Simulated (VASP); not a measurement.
# HfN (I-4m2) in VASP: a series of runs

HfN is run at these levels: PBEsol; tasks: single point.

Program: VASP 6.6.1. These are calculated values, not measurements. Logs are shortened: lines on timing, memory, paths and dates and some standing lists are left out, and cuts for length are marked.

## Step 1: The cell of the first run

Symmetry: I-4m2, No. 119, tetragonal system. The conventional cell has a = 3.194 Å, b = 3.194 Å, c = 4.910 Å, α = 90.00°, β = 90.00°, γ = 90.00°. Within 2.7 Å of Hf (site symmetry -4m2) lie 4 N at 2.01 Å. N (site symmetry -4m2) has 4 Hf at 2.01 Å within 2.7 Å.

## Step 2: Single point, PBEsol (strain -0.080 along x and y, +0.000 along z)

The input, INCAR:

```
SYSTEM = HfN
  PREC = Accurate
  ENCUT = 520
  EDIFF = 1E-6
  ISMEAR = 0
  SIGMA = 0.15
  LREAL = .FALSE.
  LASPH = .TRUE.
  NELM = 80
  ALGO = Normal
  ISIF = 2
  LWAVE = .FALSE.
  LCHARG = .FALSE.
  GGA = PS
  NBANDS = 14
```

The input, KPOINTS:

```
regular mesh
0
G
  16 16 16
  0 0 0
```

The input, POSCAR:

```
HfN
1.0
    0.0000000000      2.2584362400      2.4548220000
    2.2584362400      0.0000000000      2.4548220000
    2.2584362400      2.2584362400      0.0000000000
Hf N
1 1
Direct
    0.0000000000      0.0000000000      0.0000000000
    0.7500000000      0.7500000000      0.7500000000
```

Potentials or basis: VASP PAW PBE potentials, release 64 (Hf_pv, N).

The run is started by

```bash
> cat potpaw_PBE.64/Hf_pv/POTCAR potpaw_PBE.64/N/POTCAR > POTCAR
> mpirun -np 1 vasp_std > vasp.out
```

OUTCAR:

```text
SYSTEM = HfN
   PREC = Accurate
   ENCUT = 520
   EDIFF = 1E-6
   ISMEAR = 0
   LREAL = .FALSE.
   LASPH = .TRUE.
   NELM = 80
   ISIF = 2
   GGA = PS

 ion  position               nearest neighbor table
   1  0.000  0.000  0.000-   2 2.01   2 2.01   2 2.01   2 2.01
   2  0.750  0.750  0.750-   1 2.01   1 2.01   1 2.01   1 2.01

  LATTYP: Found a body centered tetragonal cell.
 ALAT       =     3.1939111604
 C/A-ratio  =     1.5371886548

  Lattice vectors:

 A1 = (  -2.2584362400,   0.0000000000,   2.4548220000)
 A2 = (   2.2584362400,   0.0000000000,   2.4548220000)
 A3 = (   0.0000000000,   2.2584362400,  -2.4548220000)

Analysis of symmetry for initial positions (statically):
=====================================================================
 Subroutine PRICEL returns:
 Original cell was already a primitive cell.

 Routine SETGRP: Setting up the symmetry group for a
 body centered tetragonal supercell.

 Subroutine GETGRP returns: Found  8 space group operations
 (whereof  8 operations were pure point group operations)
 out of a pool of 16 trial point group operations.

The static configuration has the point symmetry D_2d.

Analysis of symmetry for dynamics (positions and initial velocities):
=====================================================================
 Subroutine PRICEL returns:
 Original cell was already a primitive cell.

 Routine SETGRP: Setting up the symmetry group for a
 body centered tetragonal supercell.

 Subroutine GETGRP returns: Found  8 space group operations
 (whereof  8 operations were pure point group operations)
 out of a pool of 16 trial point group operations.

The dynamic configuration has the point symmetry D_2d.

 Subroutine INISYM returns: Found  8 space group operations
 (whereof  8 operations are pure point group operations),
 and found     1 'primitive' translations

----------------------------------------------------------------------------------------

                                     Primitive cell

  volume of cell :      25.0418

  direct lattice vectors                    reciprocal lattice vectors
     0.000000000  2.258436240  2.454822000    -0.221392126  0.221392126  0.203680756
     2.258436240  0.000000000  2.454822000     0.221392126 -0.221392126  0.203680756
     2.258436240  2.258436240  0.000000000     0.221392126  0.221392126 -0.203680756

  length of vectors
     3.335668644  3.335668644  3.193911160     0.373516796  0.373516796  0.373516796

  position of ions in fractional coordinates (direct lattice)
     0.000000000  0.000000000  0.000000000
     0.750000000  0.750000000  0.750000000

  ion indices of the primitive-cell ions
   primitive index   ion index
                 1           1
                 2           2

----------------------------------------------------------------------------------------

 KPOINTS: regular mesh

Automatic generation of k-mesh.
 Grid dimensions read from file:
 generate k-points for:   16   16   16

 Generating k-lattice:

  Cartesian coordinates                     Fractional coordinates (reciprocal lattice)
    -0.013837008  0.013837008  0.012730047     0.062500000  0.000000000  0.000000000
     0.013837008 -0.013837008  0.012730047     0.000000000  0.062500000  0.000000000
     0.013837008  0.013837008 -0.012730047     0.000000000  0.000000000  0.062500000

  Length of vectors
     0.023344800  0.023344800  0.023344800

  Shift w.r.t. Gamma in fractional coordinates (k-lattice)
     0.000000000  0.000000000  0.000000000

 Subroutine IBZKPT returns following result:
 ===========================================

 Found    349 irreducible k-points:

 Following reciprocal coordinates:
            Coordinates               Weight
  0.000000  0.000000  0.000000      1.000000
  0.062500  0.000000  0.000000      8.000000
  0.125000  0.000000  0.000000      8.000000
  0.187500  0.000000  0.000000      8.000000
  0.250000  0.000000  0.000000      8.000000
  0.312500  0.000000  0.000000      8.000000
[... 16 lines left out ...]
 -0.125000  0.062500  0.000000      8.000000
 -0.062500  0.062500  0.000000      4.000000
 [... further k-points ...]
   k-points           NKPTS =    349   k-points in BZ     NKDIM =    349   number of bands    NBANDS=     14
   number of dos      NEDOS =    301   number of ions     NIONS =      2
   total plane-waves  NPLWV =  18816
   dimension x,y,z NGX =    28 NGY =   28 NGZ =   24
   dimension x,y,z NGXF=    56 NGYF=   56 NGZF=   48
   ions per type =               1   1
   NGX,Y,Z   is equivalent  to a cutoff of  13.95, 13.95, 12.49 a.u.
   NGXF,Y,Z  is equivalent  to a cutoff of  27.91, 27.91, 24.98 a.u.
 SYSTEM =  HfN
   PREC   = accura    normal or accurate (medium, high low for compatibility)
   ISTART =      0    job   : 0-new  1-cont  2-samecut
   ICHARG =      2    charge: 1-file 2-atom 10-const
   ISPIN  =      1    spin polarized calculation?
   LNONCOLLINEAR =      F non collinear calculations
   LSORBIT =      F    spin-orbit coupling
   LASPH  =      T    aspherical Exc in radial PAW
   ENCUT  =  520.0 eV  38.22 Ry    6.18 a.u.   6.20  6.20  5.94*2*pi/ulx,y,z
   NELM   =     80;   NELMIN=  2; NELMDL= -5     # of ELM steps
   EDIFF  = 0.1E-05   stopping-criterion for ELM
   LREAL  =      F    real-space projection
   EDIFFG = 0.1E-04   stopping-criterion for IOM
   NSW    =      0    number of steps for IOM
   IBRION =     -1    ionic relax: 0-MD 1-quasi-New 2-CG
   NFREE  =      0    steps in history (QN), initial steepest desc. (CG)
   ISIF   =      2    stress and relaxation
   ISYM   =      2    0-nonsym 1-usesym 2-fastsym
   POTIM  = 0.5000    time-step for ionic-motion
   TEBEG  =    0.0;   TEEND  =   0.0 temperature during run
   PSTRESS=    0.0 pullay stress
   NELECT =      15.0000    total number of electrons
   NUPDOWN=      -1.0000    fix difference up-down
   EMIN   =  10.00;   EMAX   =-10.00  energy-range for DOS
   EFERMI =   0.00;   METHOD = LEGACY
   ISMEAR =     0;   SIGMA  =   0.15  broadening in eV -4-tet -1-fermi 0-gaus
   EFERMI_NEDOS =   21; number of points for ismear=-14 and -15
   IALGO  =     38    algorithm
   IMIX   =      4    mixing-type and parameters
     AMIX     =   0.40;   BMIX     =  1.00
     AMIX_MAG =   1.60;   BMIX_MAG =  1.00
  volume/ion in A,a.u.               =      12.52        84.50
  Fermi-wavevector in a.u.,A,eV,Ry     =   1.380014  2.607848 25.911445  1.904437
  Thomas-Fermi vector in A             =   2.504930
   LORBIT       =      0    0 simple, 1 ext, 2 COOP (PROOUT), +10 PAW based schemes
   GGA     = PS    functional components
   LHFCALC =     F    Hartree Fock is set to
   AEXX    =    0.0000 exact exchange contribution
   IVDW    =     0    specifies the selected vdW correction
   LEPSILON=     F    determine dielectric tensor
   LRPA    =     F    only Hartree local field effects (RPA)
 non-spin polarized calculation
 Gauss-broadening in eV      SIGMA  =   0.15
  energy-cutoff  :      520.00
  volume of cell :       25.04
 maximum number of plane-waves:       688
 NGX is ok and might be reduce to    28
   NGX = 13   NGY = 13   NGZ = 11

 number of electron      15.0000000 magnetization

 Free energy of the ion-electron system (eV)
  ---------------------------------------------------
  ext. energy  EPLUGINS =         0.00000000
  ---------------------------------------------------
  free energy    TOTEN  =       -21.83015704 eV

  energy without entropy =      -21.82283050  energy(sigma->0) =      -21.82649377

 E-fermi :   6.9723     XC(G=0): -12.2180

 val. band max:        6.9622742840   @ k =   0.3125   0.0625   0.2500
 cond. band min:       6.9924505144   @ k =  -0.0625   0.2500   0.1875
 fundamental gap:      0.0301762304
 Fermi energy:         6.9723132838

 k-point     1 :       0.0000    0.0000    0.0000
  band No.  band energies     occupation
      1     -23.5537      2.00000
      2     -23.5201      2.00000
      3     -23.5201      2.00000
      4      -9.9889      2.00000
      5       0.5676      2.00000
      6       0.8268      2.00000
      7       0.8268      2.00000
      8       6.5675      1.99986
      9       8.9214      0.00000
     10      10.2132      0.00000
     11      13.4598      0.00000
     12      15.1657      0.00000
     13      15.1657      0.00000
     14      20.0267      0.00000

 k-point     2 :       0.0625    0.0000    0.0000
  band No.  band energies     occupation
      1     -23.5764      2.00000
      2     -23.5420      2.00000
      3     -23.5232      2.00000
      4      -9.9178      2.00000
      5       0.5491      2.00000
      6       0.7883      2.00000
      7       0.8674      2.00000
      8       6.7879      1.91789
      9       8.8686      0.00000
     10      10.0873      0.00000
     11      13.5685      0.00000
     12      15.0907      0.00000
     13      15.3131      0.00000
     14      20.0234      0.00000

 k-point     3 :       0.1250    0.0000    0.0000
  band No.  band energies     occupation
      1     -23.6775      2.00000
      2     -23.5656      2.00000
      3     -23.5317      2.00000
      4      -9.7202      2.00000
      5       0.4102      2.00000
      6       0.8169      2.00000
      7       0.9814      2.00000
      8       7.3404      0.00052
      9       8.7918      0.00000
     10       9.7982      0.00000
     11      13.7207      0.00000
     12      15.0235      0.00000
     13      15.6144      0.00000
     14      19.7187      0.00000
[... 324 lines left out ...]
 k-point    23 :      -0.1250    0.0625    0.0000
  band No.  band energies     occupation
      1     -23.7540      2.00000
      2     -23.5973      2.00000
      3     -23.5292      2.00000
      4      -9.5763      2.00000
      5       0.2497      2.00000
      6       0.9198      2.00000
      7       1.0340      2.00000
      8       7.7168      0.00000
      9       9.2414      0.00000
     10       9.3242      0.00000
     11      13.7954      0.00000
     12      14.6872      0.00000
     13      15.9645      0.00000
     14      19.1098      0.00000

 k-point    24 :      -0.0625    0.0625    0.0000
  band No.  band energies     occupation
      1     -23.6264      2.00000
      2     -23.5737      2.00000
      3     -23.5230      2.00000
      4      -9.8027      2.00000
      5       0.4841      2.00000
      6       0.7697      2.00000
      7       0.9147      2.00000
      8       7.1371      0.12031
      9       9.0773      0.00000
     10       9.7219      0.00000
     11      13.6504      0.00000
     12      14.8460      0.00000
     13      15.6481      0.00000
     14      20.0086      0.00000

 [... further k-points ...]
[... 5 lines left out ...]
  --------------------------------------------------------------------------------------
  -------------------------------------------------------------------------------------
  Total        6.4592653      6.4592653      4.4099475      0.0000000     -0.0000000      0.0000000
  in kB      413.2644389    413.2644389    282.1488812      0.0000000     -0.0000000      0.0000000
  external PRESSURE =     369.5592530 kB  Pullay stress =       0.0000000 kB

 VOLUME and BASIS-vectors are now :
 -----------------------------------------------------------------------------
  energy-cutoff  :      520.00
  volume of cell :       25.04
      direct lattice vectors                 reciprocal lattice vectors
     0.000000000  2.258436240  2.454822000    -0.221392126  0.221392126  0.203680756
     2.258436240  0.000000000  2.454822000     0.221392126 -0.221392126  0.203680756
     2.258436240  2.258436240  0.000000000     0.221392126  0.221392126 -0.203680756

 POSITION                                       TOTAL-FORCE (eV/Angst)
 -----------------------------------------------------------------------------------
      0.00000      0.00000      0.00000        -0.000000     -0.000000      0.000000
      3.38765      3.38765      3.68223         0.000000      0.000000     -0.000000
 -----------------------------------------------------------------------------------
    total drift:                               -0.000000     -0.000000      0.000002

  FREE ENERGIE OF THE ION-ELECTRON SYSTEM (eV)
  ---------------------------------------------------
  free  energy   TOTEN  =       -21.8301570369 eV

  energy  without entropy=      -21.8228305012  energy(sigma->0) =      -21.82649377
```

It took 44 s on 1 thread of Intel Xeon 6975P-C (Granite Rapids), shared host; peak memory 0.25 GiB.

Results:

* Free energy: -21.8302 eV
* Pressure: 37.0 GPa

Caveat: the cell differs from its parent crystal (strain -0.080 along x and y, +0.000 along z); the PAW data sets were made with another functional, which shifts forces and pressure a little; spin-orbit coupling is left out, which moves the levels of the heavy elements.

## Step 3: Single point, PBEsol (strain -0.040 along x and y, -0.080 along z)

The input, INCAR:

```
PREC = Accurate
ENCUT = 520
EDIFF = 1E-6
ISMEAR = 0
SIGMA = 0.15
LREAL = False
LASPH = True
NELM = 80
ALGO = Normal
ISIF = 2
LWAVE = False
LCHARG = True
GGA = PS
LELF = True
LVHAR = True
NBANDS = 14
```

The input, KPOINTS:

```
Automatic mesh
0
Gamma
  16 16 16
```

The input, POSCAR:

```
HfN
1.0
    0.0000000000      2.3566291200      2.2584362400
    2.3566291200      0.0000000000      2.2584362400
    2.3566291200      2.3566291200      0.0000000000
Hf N
1 1
Direct
    0.0000000000      0.0000000000      0.0000000000
    0.7500000000      0.7500000000      0.7500000000
```

Potentials or basis: VASP PAW PBE potentials, release 64 (Hf_pv, N).

The run is started by

```bash
> cat potpaw_PBE.64/Hf_pv/POTCAR potpaw_PBE.64/N/POTCAR > POTCAR
> mpirun -np 1 vasp_std > vasp.out
```

Wall time 36 s (1 thread of Intel Xeon 6975P-C (Granite Rapids), shared host); peak memory 0.25 GiB.

It converged, with:

```yaml
Free_energy: -21.8837 eV
Pressure: 36.9 GPa
```

Stress tensor (GPa, compression positive):
```
35.22  0.00  0.00
 0.00 35.22  0.00
 0.00  0.00 40.30
```

Levels at points of the mesh, in eV from the Fermi level:
```csv
k point,band 4,band 5,band 6,band 7,band 8,band 9,band 10,band 11,band 12,band 13
"(0.00, 0.00, 0.00)",-16.94,-6.29,-6.29,-6.18,-0.33,2.25,2.92,7.37,7.37,8.22
"(0.50, 0.00, 0.00)",-15.45,-5.99,-5.64,-5.39,1.83,3.24,3.28,4.74,6.33,6.35
"(0.50, 0.50, 0.00)",-14.99,-7.85,-3.80,-3.80,-0.95,2.73,4.89,5.64,5.64,12.74
"(0.50, 0.00, 0.50)",-14.87,-7.91,-3.78,-3.63,-1.30,2.52,5.00,5.59,5.67,11.84
```

Caveat: the cell differs from its parent crystal (strain -0.040 along x and y, -0.080 along z); the PAW data sets were made with another functional, which shifts forces and pressure a little; spin-orbit coupling is left out, which moves the levels of the heavy elements.

(Continued in part 2 of 2.)
